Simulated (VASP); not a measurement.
Wanted: the native input for a VASP 6.6.1 run.

```
Task                   : single point
Functional             : LDA
Potentials or basis    : VASP PAW LDA potentials, release 64 (O)
Cutoff                 : 520 eV
k mesh                 : 7 × 7 × 3
Occupations            : methfessel-paxton, width 0.02 eV
Spin                   : no spin polarisation
Dipole correction      : no
Further INCAR settings : ALGO = Normal; EDIFF = 1e-06; NBANDS = 16
```

The structure of O lies in POSCAR:

```
O
1.0
    3.0174830000      0.0000000000      0.0000000000
   -1.5087410000      2.6132170000      0.0000000000
    0.0000000000      0.0000000000      7.5746360000
O
3
Direct
    0.3333333333      0.6666666667      0.1994540000
    0.6666666667      0.3333333333      0.8005460000
    0.0000000000      0.0000000000      0.5000000000
```

These files were run (other wordings do the same):

INCAR

```
PREC = Accurate
ENCUT = 520
EDIFF = 1E-6
ISMEAR = 1
SIGMA = 0.02
LREAL = False
LASPH = True
NELM = 100
ALGO = Normal
ISIF = 2
LWAVE = False
LCHARG = True
GGA = CA
LELF = True
LVHAR = True
NBANDS = 16
```

KPOINTS

```
Automatic mesh
0
Gamma
  7 7 3
```

Potentials or basis: VASP PAW LDA potentials, release 64 (O).

Launch:

```sh
$ cat potpaw_LDA.64/O/POTCAR > POTCAR
$ mpirun -np 1 vasp_std > vasp.out
```

Results of the run:

```
Pressure               : -15.9 GPa
Largest force          : 1.035 eV/Å
Band gap on the k mesh : zero (band 9 reaches -5.13 eV, above the bottom of band 10 at -5.63 eV)
```

Caveat: forces of over 1 eV/Å act on the atoms, so gaps and moduli don't describe the material at rest.

It took 15 s on 1 thread of AMD EPYC 9R45 96-Core Processor (Zen 5) (shared host), peak memory 0.12 GiB.
